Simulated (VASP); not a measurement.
CdS: single point with r2SCAN

The system is CdS.

```
Cd S
1.0
     0.00000    2.93921    2.93921
     3.10499    0.00000    2.93921
     3.10499    2.93921    0.00000
Cd S
1 1
Direct
  0.00000 0.00000 0.00000
  0.25000 0.25000 0.25000
```

This cell differs from its parent crystal: uniaxial x strain +5.6%.

- Program: VASP 6.6.1
- Task: single point
- Functional: r2SCAN
- Potentials or basis: VASP PAW PBE potentials, release 64 (Cd_sv_GW, S)
- Cutoff: 700 eV
- k mesh: 8 × 8 × 8
- Occupations: gaussian, width 0.01 eV
- Spin: no spin polarisation
- Dipole correction: no
- Further INCAR settings: ALGO = Normal; EDIFF = 1e-06; NBANDS = 20

```yaml
Pressure: -3.1 GPa
Band_gap_on_the_k_mesh: 1.35 eV
```

Stress tensor (GPa, compression positive):
```
-4.02  0.00  0.00
 0.00 -2.67  0.00
 0.00  0.00 -2.67
```

Levels at points of the mesh, in eV from the valence-band top:
```tsv
k point	band 10	band 11	band 12	band 13	band 14	band 15	band 16	band 17
(0.00, 0.00, 0.00)	-7.40	-0.17	0.00	0.00	1.35	7.05	7.05	7.06
(0.50, 0.00, 0.00)	-7.09	-4.03	-0.82	-0.60	3.27	7.24	7.60	7.64
(0.50, 0.50, 0.00)	-6.99	-3.57	-1.81	-1.73	3.86	4.45	9.52	10.60
(0.00, 0.50, 0.50)	-7.09	-3.88	-1.56	-1.56	4.05	4.90	9.00	11.10
```

Wall time 2.6 min on 1 thread of Intel(R) Xeon(R) 6975P-C (Granite Rapids), with other jobs on the host, peak memory 0.33 GiB.

Caveat: the cell differs from its parent crystal (uniaxial x strain +5.6%); the cell stands under tension; the structure was generated, so it needn't be the stable form of CdS; the PAW data sets were made with another functional, which shifts forces and pressure a little.
